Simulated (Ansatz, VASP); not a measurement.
Rh: VASP beside Ansatz

Contents of INCAR:

```
SYSTEM = Rh
PREC     = Accurate       ! precision mode
ENCUT    = 520            ! plane-wave cutoff, eV
EDIFF    = 1E-7           ! SCF threshold, eV
ISMEAR   = -1             ! smearing method
SIGMA    = 0.15           ! smearing width, eV
LREAL    = .False.        ! projectors in reciprocal space
LASPH    = .True.         ! aspherical terms in the spheres
NELM     = 100            ! most SCF steps
ALGO     = Normal         ! electronic algorithm
ISIF     = 2              ! what is computed and relaxed
LWAVE    = .False.        ! write WAVECAR
LCHARG   = .True.         ! write CHGCAR
GGA      = CA             ! functional
LELF     = .True.         ! ELF
LVHAR    = .True.       
NBANDS   = 22             ! bands
```

The input KPOINTS:

```
Automatic mesh
0
Gamma
  14 14 8
  0 0 0
```

The input POSCAR:

```
Rh
1.0
    2.7309790000      0.0000000000      0.0000000000
   -1.3654900000      2.3650970000      0.0000000000
    0.0000000000      0.0000000000      4.4284890000
Rh
2
Direct
    0.6878074564      0.3756148973      0.7500000000
    0.3333333333      0.6666666667      0.2500000000
```

Input for Ansatz:

```yaml
crystal:
  lattice:
    - [2.730979, 0.0, 0.0]
    - [-1.36549, 2.365097, 0.0]
    - [0.0, 0.0, 4.428489]
  atoms:
    - { symbol: Rh, position: [0.6878074563714663, 0.3756148972607325, 0.75] }
    - { symbol: Rh, position: [0.3333333333333333, 0.6666666666666666, 0.25] }
basis:
  ecutwfc: 510.0
kpoints:
  mp_grid:
    grid: [14, 14, 8]
hamiltonian:
  xc: lda
scf:
  occupations:
    method: fermi_dirac
    width: 0.15
output:
  forces: true
```

Alike in both runs: task single point; functional LDA; k mesh 14 × 14 × 8; occupations fermi-dirac, width 0.15 eV; no spin polarisation.

|  | VASP | Ansatz |
| --- | --- | --- |
| version | VASP 6.6.1 | Ansatz 0.2.0 |
| potentials or method | VASP PAW LDA potentials, release 64 (Rh_pv), cutoff 520 eV | plane waves, PAW |
| valence electrons in the cell | 30 | 34 |

|  | VASP | Ansatz | Ansatz less VASP |
| --- | --- | --- | --- |
| rms of the force components (eV/Å) | 0.186 | 0.185 | -0.0012 |

LDA's correlation is that of Perdew and Zunger in VASP and of Perdew and Wang (1992) in Ansatz. Atom by atom the forces differ by 0.001 eV/Å (rms over components). VASP's potentials hold 30 valence electrons a cell and Ansatz's 34, so a difference there can come from the potentials and not from the codes.
